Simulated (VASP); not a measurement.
Input of a VASP 6.6.1 run:

INCAR

```
  PREC = Accurate
  ENCUT = 520
  EDIFF = 1E-6
  ISMEAR = -1
  SIGMA = 0.05
  LREAL = Auto
  LASPH = T
  NELM = 80
  ALGO = Normal
  ISIF = 2
  LWAVE = F
  LCHARG = T
  GGA = PE
  IVDW = 12
  LELF = T
  LVHAR = T
  NBANDS = 66
```

Contents of KPOINTS:

```
Automatic mesh
0
Gamma
  1 1 1
```

POSCAR

```
H21O10F
1.0
    6.9382320000      0.0000000000      0.0000000000
    0.0000000000      6.9382320000      0.0000000000
    0.0000000000      0.0000000000      6.9382320000
O H F
10 21 1
Direct
    0.0137210748     -0.0902103014      0.2187877257
    0.5936815027      0.3420179665      0.3086809435
    0.3145469912      0.1752463740      0.7296671544
    0.2884164150      0.4967547929      0.1324833185
   -0.0307715280      0.1276838249      0.8799215708
    1.0052705070      0.7113195408      0.5914619171
    0.9830602378      0.4169794265      0.3451455645
    0.5003003647      0.5816179107      0.5835059998
    0.5652304506     -0.0131589719      1.0624752819
    0.3734092489      0.9008202666      0.3911659339
    0.0034879203     -0.0014845280      0.1046087822
   -0.0841424732     -0.1795270034      0.2100823380
    0.5014678091      0.4187233866      0.2140458837
    0.5674644492      0.2033082780      0.2791777502
    0.3756720732      0.2906215877      0.6944564552
    0.3534473912      0.0901814756      0.6253898688
    0.2646495534      0.5533974649      0.0081288720
    0.1751887224      0.4592380307      0.2009733892
   -0.1130403250      0.2341806962      0.9097850865
    0.0869385746      0.1742518843      0.8115612162
    0.8967702435      0.7061020733      0.6919053730
    1.0352205000      0.8523208794      0.5931914643
    0.9998512589      0.5442596904      0.4141977380
    0.8473340182      0.3966716593      0.3016330385
    0.5265894827      0.4618179386      0.5070600118
    0.4623223899      0.7040122037      0.4999688681
    0.6318324322     -0.1073472320      0.9742107211
    0.4940739946      0.0649444988      0.9739657019
    0.4398815145      0.9185769516      0.2542722699
    0.2445003280      0.8893043646      0.3300264390
    0.6001673049      0.6101842660      0.7541834865
    0.6933610753      0.6514772063      0.8752517933
```

Potentials or basis: VASP PAW PBE potentials, release 64 (O, H, F).

The run is started by

```bash
$ cat potpaw_PBE.64/O/POTCAR potpaw_PBE.64/H/POTCAR potpaw_PBE.64/F/POTCAR > POTCAR
$ mpirun -np 1 vasp_gam > vasp.out
```

Estimate the dispersion energy per atom.

-0.032 eV.

What does it give for the pressure?

-1.5 GPa.

Stress tensor (GPa, compression positive):
```
 0.35  1.25 -0.80
 1.25 -1.34  0.27
-0.80  0.27 -3.46
```

Caveat: the k points lie up to 0.91 Å⁻¹ apart.
